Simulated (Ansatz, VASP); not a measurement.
# InSb3: VASP beside Ansatz

The input INCAR:

```
PREC = Accurate
ENCUT = 520
EDIFF = 1E-6
ISMEAR = 0
SIGMA = 0.15
LREAL = F
LASPH = T
NELM = 60
ALGO = Normal
ISIF = 2
LWAVE = F
LCHARG = T
GGA = PS
LELF = T
LVHAR = T
NBANDS = 22
```

Contents of KPOINTS:

```
Automatic mesh
0
Gamma
  8 8 8
```

Contents of POSCAR:

```
InSb3
1.0
    4.6811776833      0.0550865859      0.0550865859
    0.0550865859      4.6811776833      0.0550865859
    0.0550865859      0.0550865859      4.6811776833
In Sb
1 3
Direct
    0.0000000000      0.0000000000      0.0000000000
    0.5000000000      0.0000000000      0.5000000000
    0.0000000000      0.5000000000      0.5000000000
    0.5000000000      0.5000000000      0.0000000000
```

Input for Ansatz:

```yaml
crystal:
  lattice:
    - [4.6811776833, 0.0550865859, 0.0550865859]
    - [0.0550865859, 4.6811776833, 0.0550865859]
    - [0.0550865859, 0.0550865859, 4.6811776833]
  atoms:
    - { symbol: In, position: [0.0, 0.0, 0.0] }
    - { symbol: Sb, position: [0.5, 0.0, 0.5] }
    - { symbol: Sb, position: [0.0, 0.5, 0.5] }
    - { symbol: Sb, position: [0.5, 0.5, 0.0] }
basis:
  ecutwfc: 420
kpoints:
  mp_grid: { grid: [8, 8, 8] }
hamiltonian:
  xc: pbesol
  pseudopotentials: { kind: paw, azcp: { folder: soft_1 } }
scf:
  occupations: { method: gaussian, width: 0.15 }
output:
  forces: true
  stress: true
  eigenvalues: true
```

Change from the starting cell: equal engineering shear yz, xz and xy +0.0233, equal normal strain along x, y and z -0.0100.

Alike in both runs: task single point; functional PBEsol; k mesh 8 × 8 × 8; occupations gaussian, width 0.15 eV; no spin polarisation.

|  | VASP | Ansatz |
| --- | --- | --- |
| version | VASP 6.6.1 | Ansatz 0.2.0 |
| potentials or method | VASP PAW PBE potentials, release 64 (In_d, Sb), cutoff 520 eV | scalar-relativistic, plane waves, PAW |
| valence electrons in the cell | 28 | 58 |

Ansatz gave:

- gap on the k mesh at the Fermi level (eV): none
- pressure (GPa): 2.0
- traceless stress, the component that is largest in VASP (GPa): -0.59

Problem. Which values does VASP return?

Solution. gap on the k mesh at the Fermi level (eV): none; pressure (GPa): 2.1; traceless stress, the component that is largest in VASP (GPa): -0.60.

VASP's potentials were made for PBE, not for PBEsol, and Ansatz warns of the same on its side. A gap of «none» marks a metal or a gap that the smearing closes. VASP's potentials hold 28 valence electrons a cell and Ansatz's 58, so a difference there can come from the potentials and not from the codes.

Spin-orbit coupling is off throughout.
